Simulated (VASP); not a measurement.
Input of a VASP 6.6.1 run:

File INCAR:

```
PREC     = Accurate       # precision mode
ENCUT    = 520            # plane-wave cutoff, eV
EDIFF    = 1E-6           # SCF threshold, eV
ISMEAR   = 0              # smearing method
SIGMA    = 0.1            # smearing width, eV
LREAL    = F              # projectors in reciprocal space
LASPH    = T              # aspherical terms in the spheres
NELM     = 80             # most SCF steps
ALGO     = Normal         # electronic algorithm
ISIF     = 2              # what is computed and relaxed
LWAVE    = F              # write WAVECAR
LCHARG   = F              # write CHGCAR
GGA      = PS             # functional
NBANDS   = 16             # bands
```

KPOINTS

```
Automatic mesh
0
Gamma
  18 18 18
```

POSCAR

```
TiN
1.0
    0.0000000000      2.0807329321      2.0807329321
    2.0807329321      0.0000000000      2.0807329321
    2.0807329321      2.0807329321      0.0000000000
Ti N
1 1
Direct
    0.0000000000      0.0000000000      0.0000000000
    0.5000000000      0.5000000000      0.5000000000
```

Potentials or basis: VASP PAW PBE potentials, release 64 (Ti_sv, N).

Launch:

```console
$ cat potpaw_PBE.64/Ti_sv/POTCAR potpaw_PBE.64/N/POTCAR > POTCAR
$ mpirun -np 1 vasp_std > vasp.out
```

(1) Predict the pressure.

Results:

(1) 10.2 GPa.

Caveat: the PAW data sets were made with another functional, which shifts forces and pressure a little.
